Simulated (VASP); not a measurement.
# TiZn3 (Pm-3m) in VASP: a series of runs

Runs on TiZn3. Level: LDA. Tasks: single point.

Everything below comes from runs of VASP 6.6.1. Logs are shortened: lines on timing, memory, paths and dates and some standing lists are left out, and cuts for length are marked.

**1. The cell of the first run**

It takes space group Pm-3m (No. 221, cubic). The conventional cell has a = 3.879 Å, b = 3.879 Å, c = 3.879 Å, α = 90.00°, β = 90.00°, γ = 90.00°. Within 3.6 Å of Ti (site symmetry m-3m) lie 12 Zn at 2.74 Å. Zn (site symmetry 4/mmm) has 4 Ti at 2.74 Å and 8 Zn at 2.74 Å within 3.6 Å.

**2. Single point, LDA (14.59 Å³/atom)**

INCAR reads:

```
PREC = Accurate
ENCUT = 520
EDIFF = 1E-6
ISMEAR = -1
SIGMA = 0.05
LREAL = F
LASPH = T
NELM = 60
ALGO = Normal
ISIF = 2
LWAVE = F
LCHARG = F
GGA = CA
NBANDS = 32
```

KPOINTS reads:

```
regular mesh
0
Gamma
  9 9 9
```

POSCAR reads:

```
TiZn3
1.0
    3.8790556475      0.0000000000      0.0000000000
    0.0000000000      3.8790556475      0.0000000000
    0.0000000000      0.0000000000      3.8790556475
Ti Zn
1 3
Direct
    0.0000000000      0.0000000000      0.0000000000
    0.0000000000      0.5000000000      0.5000000000
    0.5000000000      0.0000000000      0.5000000000
    0.5000000000      0.5000000000      0.0000000000
```

Potentials or basis: VASP PAW LDA potentials, release 64 (Ti_sv, Zn).

Run with:

```
$ cat potpaw_LDA.64/Ti_sv/POTCAR potpaw_LDA.64/Zn/POTCAR > POTCAR
$ mpirun -np 1 vasp_std > vasp.out
```

OUTCAR:

```text
PREC = Accurate
   ENCUT = 520
   EDIFF = 1E-6
   ISMEAR = -1
   LREAL = F
   LASPH = T
   NELM = 60
   ISIF = 2
   GGA = CA

 ion  position               nearest neighbor table
   1  0.000  0.000  0.000-   2 2.74   3 2.74   4 2.74   2 2.74   3 2.74   2 2.74   4 2.74   2 2.74
                             3 2.74   4 2.74   3 2.74   4 2.74
   2  0.000  0.500  0.500-   1 2.74   3 2.74   4 2.74   1 2.74   4 2.74   1 2.74   3 2.74   1 2.74
                             3 2.74   4 2.74   4 2.74   3 2.74
   3  0.500  0.000  0.500-   1 2.74   2 2.74   4 2.74   1 2.74   4 2.74   2 2.74   4 2.74   4 2.74
                             1 2.74   2 2.74   1 2.74   2 2.74
   4  0.500  0.500  0.000-   1 2.74   2 2.74   3 2.74   2 2.74   3 2.74   1 2.74   3 2.74   3 2.74
                             1 2.74   2 2.74   2 2.74   1 2.74

  LATTYP: Found a simple cubic cell.
 ALAT       =     3.8790556475

  Lattice vectors:

 A1 = (   3.8790556475,   0.0000000000,   0.0000000000)
 A2 = (   0.0000000000,   3.8790556475,   0.0000000000)
 A3 = (   0.0000000000,   0.0000000000,   3.8790556475)

Analysis of symmetry for initial positions (statically):
=====================================================================
 Subroutine PRICEL returns:
 Original cell was already a primitive cell.

 Routine SETGRP: Setting up the symmetry group for a
 simple cubic supercell.

 Subroutine GETGRP returns: Found 48 space group operations
 (whereof 48 operations were pure point group operations)
 out of a pool of 48 trial point group operations.

The static configuration has the point symmetry O_h .

Analysis of symmetry for dynamics (positions and initial velocities):
=====================================================================
 Subroutine PRICEL returns:
 Original cell was already a primitive cell.

 Routine SETGRP: Setting up the symmetry group for a
 simple cubic supercell.

 Subroutine GETGRP returns: Found 48 space group operations
 (whereof 48 operations were pure point group operations)
 out of a pool of 48 trial point group operations.

The dynamic configuration has the point symmetry O_h .

 Subroutine INISYM returns: Found 48 space group operations
 (whereof 48 operations are pure point group operations),
 and found     1 'primitive' translations

----------------------------------------------------------------------------------------

                                     Primitive cell

  volume of cell :      58.3684

  direct lattice vectors                    reciprocal lattice vectors
     3.879055647  0.000000000  0.000000000     0.257794703  0.000000000  0.000000000
     0.000000000  3.879055647  0.000000000     0.000000000  0.257794703  0.000000000
     0.000000000  0.000000000  3.879055647     0.000000000  0.000000000  0.257794703

  length of vectors
     3.879055647  3.879055647  3.879055647     0.257794703  0.257794703  0.257794703

  position of ions in fractional coordinates (direct lattice)
     0.000000000  0.000000000  0.000000000
     0.000000000  0.500000000  0.500000000
     0.500000000  0.000000000  0.500000000
     0.500000000  0.500000000  0.000000000

  ion indices of the primitive-cell ions
   primitive index   ion index
                 1           1
                 2           2
                 3           3
                 4           4

----------------------------------------------------------------------------------------

 KPOINTS: regular mesh

Automatic generation of k-mesh.
 Grid dimensions read from file:
 generate k-points for:    9    9    9

 Generating k-lattice:

  Cartesian coordinates                     Fractional coordinates (reciprocal lattice)
     0.028643856  0.000000000  0.000000000     0.111111111  0.000000000  0.000000000
     0.000000000  0.028643856  0.000000000     0.000000000  0.111111111  0.000000000
     0.000000000  0.000000000  0.028643856     0.000000000  0.000000000  0.111111111

  Length of vectors
     0.028643856  0.028643856  0.028643856

  Shift w.r.t. Gamma in fractional coordinates (k-lattice)
     0.000000000  0.000000000  0.000000000

 Subroutine IBZKPT returns following result:
 ===========================================

 Found     35 irreducible k-points:

 Following reciprocal coordinates:
            Coordinates               Weight
  0.000000  0.000000  0.000000      1.000000
  0.111111  0.000000  0.000000      6.000000
  0.222222  0.000000  0.000000      6.000000
  0.333333  0.000000  0.000000      6.000000
  0.444444  0.000000  0.000000      6.000000
  0.111111  0.111111  0.000000     12.000000
[... 16 lines left out ...]
  0.333333  0.333333  0.111111     24.000000
  0.444444  0.333333  0.111111     48.000000
 [... further k-points ...]
   k-points           NKPTS =     35   k-points in BZ     NKDIM =     35   number of bands    NBANDS=     32
   number of dos      NEDOS =    301   number of ions     NIONS =      4
   total plane-waves  NPLWV =  27000
   dimension x,y,z NGX =    30 NGY =   30 NGZ =   30
   dimension x,y,z NGXF=    60 NGYF=   60 NGZF=   60
   ions per type =               1   3
   NGX,Y,Z   is equivalent  to a cutoff of  12.86, 12.86, 12.86 a.u.
   NGXF,Y,Z  is equivalent  to a cutoff of  25.71, 25.71, 25.71 a.u.
 SYSTEM =  unknown system
   PREC   = accura    normal or accurate (medium, high low for compatibility)
   ISTART =      0    job   : 0-new  1-cont  2-samecut
   ICHARG =      2    charge: 1-file 2-atom 10-const
   ISPIN  =      1    spin polarized calculation?
   LNONCOLLINEAR =      F non collinear calculations
   LSORBIT =      F    spin-orbit coupling
   LASPH  =      T    aspherical Exc in radial PAW
   ENCUT  =  520.0 eV  38.22 Ry    6.18 a.u.   7.21  7.21  7.21*2*pi/ulx,y,z
   NELM   =     60;   NELMIN=  2; NELMDL= -5     # of ELM steps
   EDIFF  = 0.1E-05   stopping-criterion for ELM
   LREAL  =      F    real-space projection
   EDIFFG = 0.1E-04   stopping-criterion for IOM
   NSW    =      0    number of steps for IOM
   IBRION =     -1    ionic relax: 0-MD 1-quasi-New 2-CG
   NFREE  =      0    steps in history (QN), initial steepest desc. (CG)
   ISIF   =      2    stress and relaxation
   ISYM   =      2    0-nonsym 1-usesym 2-fastsym
   POTIM  = 0.5000    time-step for ionic-motion
   TEBEG  =    0.0;   TEEND  =   0.0 temperature during run
   PSTRESS=    0.0 pullay stress
   NELECT =      48.0000    total number of electrons
   NUPDOWN=      -1.0000    fix difference up-down
   EMIN   =  10.00;   EMAX   =-10.00  energy-range for DOS
   EFERMI =   0.00;   METHOD = LEGACY
   ISMEAR =    -1;   SIGMA  =   0.05  broadening in eV -4-tet -1-fermi 0-gaus
   EFERMI_NEDOS =   21; number of points for ismear=-14 and -15
   IALGO  =     38    algorithm
   IMIX   =      4    mixing-type and parameters
     AMIX     =   0.40;   BMIX     =  1.00
     AMIX_MAG =   1.60;   BMIX_MAG =  1.00
  volume/ion in A,a.u.               =      14.59        98.47
  Fermi-wavevector in a.u.,A,eV,Ry     =   1.533778  2.898421 32.007374  2.352476
  Thomas-Fermi vector in A             =   2.640798
   LORBIT       =      0    0 simple, 1 ext, 2 COOP (PROOUT), +10 PAW based schemes
   GGA     = CA    functional components
   LHFCALC =     F    Hartree Fock is set to
   AEXX    =    0.0000 exact exchange contribution
   IVDW    =     0    specifies the selected vdW correction
   LEPSILON=     F    determine dielectric tensor
   LRPA    =     F    only Hartree local field effects (RPA)
 non-spin polarized calculation
  energy-cutoff  :      520.00
  volume of cell :       58.37
 maximum number of plane-waves:      1584
 NGX is ok and might be reduce to    30
   NGX = 15   NGY = 15   NGZ = 15

 number of electron      47.9999895 magnetization

 Free energy of the ion-electron system (eV)
  ---------------------------------------------------
  ext. energy  EPLUGINS =         0.00000000
  ---------------------------------------------------
  free energy    TOTEN  =       -15.04038990 eV

  energy without entropy =      -15.01343247  energy(sigma->0) =      -15.02691119

 E-fermi :   4.3799     XC(G=0): -12.2671

 val. band max:        4.3464637730   @ k =   0.2222   0.1111   0.0000
 cond. band min:       4.3805082735   @ k =   0.2222   0.2222   0.0000
 fundamental gap:      0.0340445005
 Fermi energy:         4.3798907924

 k-point     1 :       0.0000    0.0000    0.0000
  band No.  band energies     occupation
      1     -51.6096      2.00000
      2     -28.2631      2.00000
      3     -28.2631      2.00000
      4     -28.2631      2.00000
      5      -5.0176      2.00000
      6      -3.4104      2.00000
[... 24 lines left out ...]
     31      10.2178      0.00000
     32      13.1288      0.00000

 k-point     2 :       0.1111    0.0000    0.0000
  band No.  band energies     occupation
      1     -51.6095      2.00000
      2     -28.2660      2.00000
      3     -28.2630      2.00000
      4     -28.2630      2.00000
      5      -4.8882      2.00000
      6      -3.3791      2.00000
[... 24 lines left out ...]
     31      10.8976      0.00000
     32      13.0147      0.00000

 k-point     3 :       0.2222    0.0000    0.0000
  band No.  band energies     occupation
      1     -51.6091      2.00000
      2     -28.2734      2.00000
      3     -28.2628      2.00000
      4     -28.2628      2.00000
      5      -4.5121      2.00000
      6      -3.2917      2.00000
[... 24 lines left out ...]
     31      12.3638      0.00000
     32      12.3638      0.00000

 k-point     4 :       0.3333    0.0000    0.0000
  band No.  band energies     occupation
      1     -51.6087      2.00000
      2     -28.2817      2.00000
      3     -28.2625      2.00000
      4     -28.2625      2.00000
      5      -3.9528      2.00000
      6      -3.1749      2.00000
[... 654 lines left out ...]
     31      11.3600      0.00000
     32      12.7916      0.00000

 k-point    23 :       0.3333    0.3333    0.1111
  band No.  band energies     occupation
      1     -51.6078      2.00000
      2     -28.2798      2.00000
      3     -28.2787      2.00000
      4     -28.2643      2.00000
      5      -3.3183      2.00000
      6      -3.0194      2.00000
[... 24 lines left out ...]
     31      10.9037      0.00000
     32      11.5178      0.00000

 k-point    24 :       0.4444    0.3333    0.1111
  band No.  band energies     occupation
      1     -51.6076      2.00000
      2     -28.2842      2.00000
      3     -28.2786      2.00000
      4     -28.2640      2.00000
      5      -3.1757      2.00000
      6      -3.0047      2.00000
[... 24 lines left out ...]
     31      11.2551      0.00000
     32      12.1251      0.00000

 [... further k-points ...]

------------------------ aborting loop because EDIFF is reached ----------------------------------------

  FORCE on cell =-STRESS in cart. coord.  units (eV):
  Direction    XX          YY          ZZ          XY          YZ          ZX
  --------------------------------------------------------------------------------------
  -------------------------------------------------------------------------------------
  Total       -2.1158517     -2.1158517     -2.1158517      0.0000000     -0.0000000      0.0000000
  in kB      -58.0788186    -58.0788186    -58.0788186      0.0000000     -0.0000000      0.0000000
  external PRESSURE =     -58.0788186 kB  Pullay stress =       0.0000000 kB

 VOLUME and BASIS-vectors are now :
 -----------------------------------------------------------------------------
  energy-cutoff  :      520.00
  volume of cell :       58.37
      direct lattice vectors                 reciprocal lattice vectors
     3.879055647  0.000000000  0.000000000     0.257794703  0.000000000  0.000000000
     0.000000000  3.879055647  0.000000000     0.000000000  0.257794703  0.000000000
     0.000000000  0.000000000  3.879055647     0.000000000  0.000000000  0.257794703

 POSITION                                       TOTAL-FORCE (eV/Angst)
 -----------------------------------------------------------------------------------
      0.00000      0.00000      0.00000         0.000000      0.000000      0.000000
      0.00000      1.93953      1.93953         0.000000      0.000000      0.000000
      1.93953      0.00000      1.93953         0.000000      0.000000      0.000000
      1.93953      1.93953      0.00000         0.000000      0.000000      0.000000
 -----------------------------------------------------------------------------------
    total drift:                                0.000000      0.000000     -0.000000

  FREE ENERGIE OF THE ION-ELECTRON SYSTEM (eV)
  ---------------------------------------------------
  free  energy   TOTEN  =       -15.0403898976 eV

  energy  without entropy=      -15.0134324738  energy(sigma->0) =      -15.02691119
```

It took 24 s on 1 thread of Intel Xeon 6975P-C (Granite Rapids), shared host; peak memory 0.18 GiB.

What came out:

```yaml
Free_energy: -15.0404 eV
Pressure: -5.8 GPa
Band_gap_on_the_k_mesh: zero (bands 24 and 25 overlap by 1.93 eV)
```

Levels at points of the mesh, in eV from the Fermi level:
```
           k point  band 20  band 21  band 22  band 23  band 24  band 25  band 26  band 27  band 28  band 29
(0.00, 0.00, 0.00)    -6.35    -0.73    -0.73     0.28     0.28     0.28     1.57     1.57     1.57     5.58
```

Caveat: the cell stands under tension.

**3. Single point, LDA (15.05 Å³/atom)**

This run uses another cell than the first one, of 15.05 Å³/atom.

INCAR reads:

```
PREC     = Accurate       # precision mode
ENCUT    = 520            # plane-wave cutoff, eV
EDIFF    = 1E-6           # SCF threshold, eV
ISMEAR   = -1             # smearing method
SIGMA    = 0.05           # smearing width, eV
LREAL    = False          # projectors in reciprocal space
LASPH    = True           # aspherical terms in the spheres
NELM     = 60             # most SCF steps
ALGO     = Normal         # electronic algorithm
ISIF     = 2              # what is computed and relaxed
LWAVE    = False          # write WAVECAR
LCHARG   = False          # write CHGCAR
NBANDS   = 32             # bands
```

KPOINTS is that of step 2.

POSCAR reads:

```
TiZn3
1.0
    3.9190487312      0.0000000000      0.0000000000
    0.0000000000      3.9190487312      0.0000000000
    0.0000000000      0.0000000000      3.9190487312
Ti Zn
1 3
Direct
    0.0000000000      0.0000000000      0.0000000000
    0.0000000000      0.5000000000      0.5000000000
    0.5000000000      0.0000000000      0.5000000000
    0.5000000000      0.5000000000      0.0000000000
```

Potentials or basis: VASP PAW LDA potentials, release 64 (Ti_sv, Zn).

Run with:

```
$ cat potpaw_LDA.64/Ti_sv/POTCAR potpaw_LDA.64/Zn/POTCAR > POTCAR
$ mpirun -np 1 vasp_std > vasp.out
```

It took 25 s on 1 thread of Intel Xeon 6975P-C (Granite Rapids), shared host; peak memory 0.18 GiB.

The run converged. Its results:

```yaml
Free_energy: -14.9585 eV
Pressure: -8.6 GPa
Band_gap_on_the_k_mesh: zero (bands 24 and 25 overlap by 1.88 eV)
```

Levels at points of the mesh, in eV from the Fermi level:
```csv
k point,band 22,band 23,band 24,band 25,band 26,band 27
"(0.00, 0.00, 0.00)",-0.75,0.28,0.28,0.28,1.50,1.50
```

Caveat: the cell stands under tension.

The gap in the log of VASP goes by the Fermi energy; the results here count the filled bands.